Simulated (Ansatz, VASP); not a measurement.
**One calculation of Ni2Pt, two programs**

Contents of INCAR:

```
SYSTEM = Ni2Pt
  PREC = Accurate
  ENCUT = 520
  EDIFF = 1E-6
  ISMEAR = 0
  SIGMA = 0.1
  LREAL = .FALSE.
  LASPH = .TRUE.
  NELM = 150
  ALGO = Fast
  ISIF = 2
  LWAVE = .FALSE.
  LCHARG = .FALSE.
  ISPIN = 2
  MAGMOM = 2 2 2 2 0 0
  LORBIT = 11
  LMAXMIX = 4
  GGA = PE
  NBANDS = 43
```

KPOINTS

```
Automatic mesh
0
G
  6 6 2
  0 0 0
```

POSCAR

```
Ni2Pt
1.0
    2.6015796100      0.0000000000      0.0000000000
   -1.3007898100      2.2530340400      0.0000000000
    0.0000000000      0.0000000000     12.3509166800
Ni Pt
4 2
Direct
    0.3333333300      0.6666666700      0.7500000000
    0.3333333300      0.6666666700      0.0833333300
    0.6666666700      0.3333333300      0.9166666700
    0.6666666700      0.3333333300      0.2500000000
    0.3333333300      0.6666666700      0.4166666700
    0.6666666700      0.3333333300      0.5833333300
```

Input for Ansatz:

```yaml
crystal:
  lattice:
    - [2.60157961, 0.0, 0.0]
    - [-1.30078981, 2.25303404, 0.0]
    - [0.0, 0.0, 12.35091668]
  atoms:
    - { symbol: Ni, position: [0.33333333, 0.66666667, 0.75], spin: 2.0 }
    - { symbol: Ni, position: [0.33333333, 0.66666667, 0.08333333], spin: 2.0 }
    - { symbol: Ni, position: [0.66666667, 0.33333333, 0.91666667], spin: 2.0 }
    - { symbol: Ni, position: [0.66666667, 0.33333333, 0.25], spin: 2.0 }
    - { symbol: Pt, position: [0.33333333, 0.66666667, 0.41666667] }
    - { symbol: Pt, position: [0.66666667, 0.33333333, 0.58333333] }
basis:
  ecutwfc: 420
kpoints:
  mp_grid: { grid: [6, 6, 2] }
hamiltonian:
  xc: pbe
scf:
  occupations: { method: gaussian, width: 0.1 }
  lower_state_search: "off"
output:
  forces: true
  stress: true
  eigenvalues: true
  populations: true
magnetization:
  spin_polarized: true
```

Alike in both runs: task single point; functional PBE; k mesh 6 × 6 × 2; occupations gaussian, width 0.1 eV; collinear spin.

```csv
,VASP,Ansatz
version,VASP 6.6.1,Ansatz 0.2.0
potentials or method,"VASP PAW PBE potentials, release 64 (Ni, Pt), cutoff 520 eV","scalar-relativistic, plane waves, PAW"
valence electrons in the cell,60,108
```

VASP gave:

* gap on the k mesh at the Fermi level (eV): none
* pressure (GPa): 25.9
* traceless stress, the component that is largest in VASP (GPa): 6.55
* rms of the force components (eV/Å): 1.572
* net moment per atom (μB): 0.56
* size of the moment on the site where the two differ most (μB): 0.76

Estimate Ansatz's values.

gap on the k mesh at the Fermi level (eV): none; pressure (GPa): 26.1; traceless stress, the component that is largest in VASP (GPa): 6.72; rms of the force components (eV/Å): 1.581; net moment per atom (μB): 0.58; size of the moment on the site where the two differ most (μB): 0.81.

Site moments also hang on the region over which each program counts them. Atom by atom the forces differ by 0.010 eV/Å (rms over components). A gap of «none» marks a metal or a gap that the smearing closes. VASP's potentials hold 60 valence electrons a cell and Ansatz's 108, so a difference there can come from the potentials and not from the codes.

The k mesh is coarse, so the values compare programs but aren't converged. Neither program's run includes spin-orbit coupling.
